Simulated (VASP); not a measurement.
# In (Pm-3m) in VASP: further runs, part 2 of 2

VASP 6.6.1. Earlier steps stand in the parts before.

## Step 6: Single point, PBE

This run uses another cell than the first one, of 29.53 Å³/atom, 1.136 times its volume.

INCAR reads:

```
  PREC = Accurate
  ENCUT = 520
  EDIFF = 1E-6
  ISMEAR = -1
  SIGMA = 0.1
  LREAL = False
  LASPH = True
  NELM = 60
  ALGO = Normal
  ISIF = 2
  LWAVE = False
  LCHARG = True
  GGA = PE
  LELF = True
  LVHAR = True
  NBANDS = 12
```

KPOINTS reads:

```
Automatic mesh
0
Gamma
  11 11 11
```

POSCAR reads:

```
In
1.0
    3.0909441833      0.0000000000      0.0000000000
    0.0000000000      3.0909441833      0.0000000000
    0.0000000000      0.0000000000      3.0909441833
In
1
Direct
    0.0000000000      0.0000000000      0.0000000000
```

Potentials or basis: VASP PAW PBE potentials, release 64 (In_d).

Run with:

```bash
cat potpaw_PBE.64/In_d/POTCAR > POTCAR
mpirun -np 1 vasp_std > vasp.out
```

OUTCAR:

```text
PREC = Accurate
   ENCUT = 520
   EDIFF = 1E-6
   ISMEAR = -1
   LREAL = False
   LASPH = True
   NELM = 60
   ISIF = 2
   GGA = PE

 ion  position               nearest neighbor table
   1  0.000  0.000  0.000-

  LATTYP: Found a simple cubic cell.
 ALAT       =     3.0909441833

  Lattice vectors:

 A1 = (   3.0909441833,   0.0000000000,   0.0000000000)
 A2 = (   0.0000000000,   3.0909441833,   0.0000000000)
 A3 = (   0.0000000000,   0.0000000000,   3.0909441833)

Analysis of symmetry for initial positions (statically):
=====================================================================
 Subroutine PRICEL returns:
 Original cell was already a primitive cell.

 Routine SETGRP: Setting up the symmetry group for a
 simple cubic supercell.

 Subroutine GETGRP returns: Found 48 space group operations
 (whereof 48 operations were pure point group operations)
 out of a pool of 48 trial point group operations.

The static configuration has the point symmetry O_h .

Analysis of symmetry for dynamics (positions and initial velocities):
=====================================================================
 Subroutine PRICEL returns:
 Original cell was already a primitive cell.

 Routine SETGRP: Setting up the symmetry group for a
 simple cubic supercell.

 Subroutine GETGRP returns: Found 48 space group operations
 (whereof 48 operations were pure point group operations)
 out of a pool of 48 trial point group operations.

The dynamic configuration has the point symmetry O_h .

 Subroutine INISYM returns: Found 48 space group operations
 (whereof 48 operations are pure point group operations),
 and found     1 'primitive' translations

----------------------------------------------------------------------------------------

                                     Primitive cell

  volume of cell :      29.5307

  direct lattice vectors                    reciprocal lattice vectors
     3.090944183  0.000000000  0.000000000     0.323525739  0.000000000  0.000000000
     0.000000000  3.090944183  0.000000000     0.000000000  0.323525739  0.000000000
     0.000000000  0.000000000  3.090944183     0.000000000  0.000000000  0.323525739

  length of vectors
     3.090944183  3.090944183  3.090944183     0.323525739  0.323525739  0.323525739

  position of ions in fractional coordinates (direct lattice)
     0.000000000  0.000000000  0.000000000

  ion indices of the primitive-cell ions
   primitive index   ion index
                 1           1

----------------------------------------------------------------------------------------

 KPOINTS: Automatic mesh

Automatic generation of k-mesh.
 Grid dimensions read from file:
 generate k-points for:   11   11   11

 Generating k-lattice:

  Cartesian coordinates                     Fractional coordinates (reciprocal lattice)
     0.029411431  0.000000000  0.000000000     0.090909091  0.000000000  0.000000000
     0.000000000  0.029411431  0.000000000     0.000000000  0.090909091  0.000000000
     0.000000000  0.000000000  0.029411431     0.000000000  0.000000000  0.090909091

  Length of vectors
     0.029411431  0.029411431  0.029411431

  Shift w.r.t. Gamma in fractional coordinates (k-lattice)
     0.000000000  0.000000000  0.000000000

 Subroutine IBZKPT returns following result:
 ===========================================

 Found     56 irreducible k-points:

 Following reciprocal coordinates:
            Coordinates               Weight
  0.000000  0.000000  0.000000      1.000000
  0.090909  0.000000  0.000000      6.000000
  0.181818  0.000000  0.000000      6.000000
  0.272727  0.000000  0.000000      6.000000
  0.363636  0.000000  0.000000      6.000000
  0.454545  0.000000  0.000000      6.000000
[... 16 lines left out ...]
  0.181818  0.090909  0.090909     24.000000
  0.272727  0.090909  0.090909     24.000000
 [... further k-points ...]
   k-points           NKPTS =     56   k-points in BZ     NKDIM =     56   number of bands    NBANDS=     12
   number of dos      NEDOS =    301   number of ions     NIONS =      1
   total plane-waves  NPLWV =  13824
   dimension x,y,z NGX =    24 NGY =   24 NGZ =   24
   dimension x,y,z NGXF=    48 NGYF=   48 NGZF=   48
   ions per type =               1
   NGX,Y,Z   is equivalent  to a cutoff of  12.91, 12.91, 12.91 a.u.
   NGXF,Y,Z  is equivalent  to a cutoff of  25.82, 25.82, 25.82 a.u.
 SYSTEM =  unknown system
   PREC   = accura    normal or accurate (medium, high low for compatibility)
   ISTART =      0    job   : 0-new  1-cont  2-samecut
   ICHARG =      2    charge: 1-file 2-atom 10-const
   ISPIN  =      1    spin polarized calculation?
   LNONCOLLINEAR =      F non collinear calculations
   LSORBIT =      F    spin-orbit coupling
   LASPH  =      T    aspherical Exc in radial PAW
   ENCUT  =  520.0 eV  38.22 Ry    6.18 a.u.   5.75  5.75  5.75*2*pi/ulx,y,z
   NELM   =     60;   NELMIN=  2; NELMDL= -5     # of ELM steps
   EDIFF  = 0.1E-05   stopping-criterion for ELM
   LREAL  =      F    real-space projection
   EDIFFG = 0.1E-04   stopping-criterion for IOM
   NSW    =      0    number of steps for IOM
   IBRION =     -1    ionic relax: 0-MD 1-quasi-New 2-CG
   NFREE  =      0    steps in history (QN), initial steepest desc. (CG)
   ISIF   =      2    stress and relaxation
   ISYM   =      2    0-nonsym 1-usesym 2-fastsym
   POTIM  = 0.5000    time-step for ionic-motion
   TEBEG  =    0.0;   TEEND  =   0.0 temperature during run
   PSTRESS=    0.0 pullay stress
   NELECT =      13.0000    total number of electrons
   NUPDOWN=      -1.0000    fix difference up-down
   EMIN   =  10.00;   EMAX   =-10.00  energy-range for DOS
   EFERMI =   0.00;   METHOD = LEGACY
   ISMEAR =    -1;   SIGMA  =   0.10  broadening in eV -4-tet -1-fermi 0-gaus
   EFERMI_NEDOS =   21; number of points for ismear=-14 and -15
   IALGO  =     38    algorithm
   IMIX   =      4    mixing-type and parameters
     AMIX     =   0.40;   BMIX     =  1.00
     AMIX_MAG =   1.60;   BMIX_MAG =  1.00
  volume/ion in A,a.u.               =      29.53       199.28
  Fermi-wavevector in a.u.,A,eV,Ry     =   1.245369  2.353407 21.101880  1.550944
  Thomas-Fermi vector in A             =   2.379594
   LORBIT       =      0    0 simple, 1 ext, 2 COOP (PROOUT), +10 PAW based schemes
   GGA     = PE    functional components
   LHFCALC =     F    Hartree Fock is set to
   AEXX    =    0.0000 exact exchange contribution
   IVDW    =     0    specifies the selected vdW correction
   LEPSILON=     F    determine dielectric tensor
   LRPA    =     F    only Hartree local field effects (RPA)
 non-spin polarized calculation
  energy-cutoff  :      520.00
  volume of cell :       29.53
 maximum number of plane-waves:       812
 NGX is ok and might be reduce to    24
   NGX = 11   NGY = 11   NGZ = 11

 number of electron      12.9999985 magnetization

 Free energy of the ion-electron system (eV)
  ---------------------------------------------------
  ext. energy  EPLUGINS =         0.00000000
  ---------------------------------------------------
  free energy    TOTEN  =        -2.47452160 eV

  energy without entropy =       -2.45513214  energy(sigma->0) =       -2.46482687

 E-fermi :   6.0690     XC(G=0):  -9.6102

 val. band max:        6.0357650277   @ k =   0.3636   0.2727   0.0909
 cond. band min:       6.1556977181   @ k =   0.4545   0.4545   0.1818
 fundamental gap:      0.1199326905
 Fermi energy:         6.0690460814

 k-point     1 :       0.0000    0.0000    0.0000
  band No.  band energies     occupation
      1      -8.8337      2.00000
      2      -8.8337      2.00000
      3      -8.1854      2.00000
      4      -8.1854      2.00000
      5      -8.1854      2.00000
      6      -2.7401      2.00000
      7      13.1651      0.00000
      8      13.1651      0.00000
      9      13.1651      0.00000
     10      16.3157      0.00000
     11      16.3157      0.00000
     12      17.3436      0.00000

 k-point     2 :       0.0909    0.0000    0.0000
  band No.  band energies     occupation
      1      -8.8304      2.00000
      2      -8.7968      2.00000
      3      -8.1997      2.00000
      4      -8.1997      2.00000
      5      -8.1842      2.00000
      6      -2.6048      2.00000
      7      11.5713      0.00000
      8      13.3195      0.00000
      9      13.3195      0.00000
     10      16.4005      0.00000
     11      16.9481      0.00000
     12      18.5716      0.00000
[... 316 lines left out ...]
 k-point    24 :       0.2727    0.0909    0.0909
  band No.  band energies     occupation
      1      -8.7534      2.00000
      2      -8.5414      2.00000
      3      -8.3073      2.00000
      4      -8.3029      2.00000
      5      -8.2052      2.00000
      6      -1.2410      2.00000
      7       7.1032      0.00006
      8      12.8213      0.00000
      9      13.0790      0.00000
     10      18.8587      0.00000
     11      19.0790      0.00000
     12      20.9024      0.00000

 [... further k-points ...]
[... 5 lines left out ...]
  --------------------------------------------------------------------------------------
  -------------------------------------------------------------------------------------
  Total        0.0234220      0.0234220      0.0234220     -0.0000000     -0.0000000     -0.0000000
  in kB        1.2707532      1.2707532      1.2707532     -0.0000000     -0.0000000     -0.0000000
  external PRESSURE =       1.2707532 kB  Pullay stress =       0.0000000 kB

 VOLUME and BASIS-vectors are now :
 -----------------------------------------------------------------------------
  energy-cutoff  :      520.00
  volume of cell :       29.53
      direct lattice vectors                 reciprocal lattice vectors
     3.090944183  0.000000000  0.000000000     0.323525739  0.000000000  0.000000000
     0.000000000  3.090944183  0.000000000     0.000000000  0.323525739  0.000000000
     0.000000000  0.000000000  3.090944183     0.000000000  0.000000000  0.323525739

 POSITION                                       TOTAL-FORCE (eV/Angst)
 -----------------------------------------------------------------------------------
      0.00000      0.00000      0.00000         0.000000      0.000000      0.000000
 -----------------------------------------------------------------------------------
    total drift:                                0.000000     -0.000000      0.000000

  FREE ENERGIE OF THE ION-ELECTRON SYSTEM (eV)
  ---------------------------------------------------
  free  energy   TOTEN  =        -2.4745216015 eV

  energy  without entropy=       -2.4551321389  energy(sigma->0) =       -2.46482687
```

OSZICAR:

```text
N       E                     dE             d eps       ncg     rms          rms(c)
DAV:   1     0.786028258400E+02    0.78603E+02   -0.62205E+03  1360   0.130E+03
DAV:   2     0.151141453206E+01   -0.77091E+02   -0.75034E+02  1392   0.288E+02
DAV:   3    -0.240013044908E+01   -0.39115E+01   -0.39014E+01  1628   0.664E+01
DAV:   4    -0.249213592026E+01   -0.92005E-01   -0.91976E-01  1724   0.103E+01
DAV:   5    -0.249632244472E+01   -0.41865E-02   -0.41864E-02  1808   0.182E+00    0.222E+00
DAV:   6    -0.247705371297E+01    0.19269E-01   -0.37057E-02  1708   0.376E+00    0.109E+00
DAV:   7    -0.247450607636E+01    0.25476E-02   -0.11374E-02  1736   0.191E+00    0.246E-01
DAV:   8    -0.247450662031E+01   -0.54394E-06   -0.96155E-04  1556   0.473E-01    0.294E-02
DAV:   9    -0.247451922325E+01   -0.12603E-04   -0.23833E-05  1800   0.593E-02    0.191E-02
DAV:  10    -0.247452121658E+01   -0.19933E-05   -0.32441E-06  1436   0.179E-02    0.436E-03
DAV:  11    -0.247452160155E+01   -0.38497E-06   -0.10227E-07   880   0.433E-03
   1 F= -.24745216E+01 E0= -.24648269E+01  d E =-.193895E-01
```

It took 8.9 s on 1 thread of Intel Xeon Platinum 8559C (Emerald Rapids), shared host; peak memory 0.15 GiB.

Results:

* Free energy: -2.4745 eV
* Pressure: 0.1 GPa

Levels at points of the mesh, in eV from the Fermi level:
```csv
k point,band 3,band 4,band 5,band 6,band 7,band 8,band 9,band 10
"(0.00, 0.00, 0.00)",-14.25,-14.25,-14.25,-8.81,7.10,7.10,7.10,10.25
```

Caveat: spin-orbit coupling is left out, which moves the levels of the heavy elements.

## Step 7: Summary

```tsv
cell	k mesh	gap on the mesh (eV)	pressure (GPa)
a = 2.962 Å, 1 atom	11 × 11 × 11	none	5.6
a = 3.006 Å, 1 atom	11 × 11 × 11	none	3.3
a = 3.049 Å, 1 atom	11 × 11 × 11	none	1.5
a = 3.091 Å, 1 atom	10 × 10 × 10	none	0.0
a = 3.091 Å, 1 atom	11 × 11 × 11	none	0.1
```

Alike in all rows: task single point; level PBE; potentials or basis VASP PAW PBE potentials, release 64 (In_d); no spin polarisation; cutoff (eV) 520; smearing fermi-dirac 0.1 eV.

Caveats: spin-orbit coupling is left out, which moves the levels of the heavy elements.

Absolute energies hang on the potentials; compare differences alone.
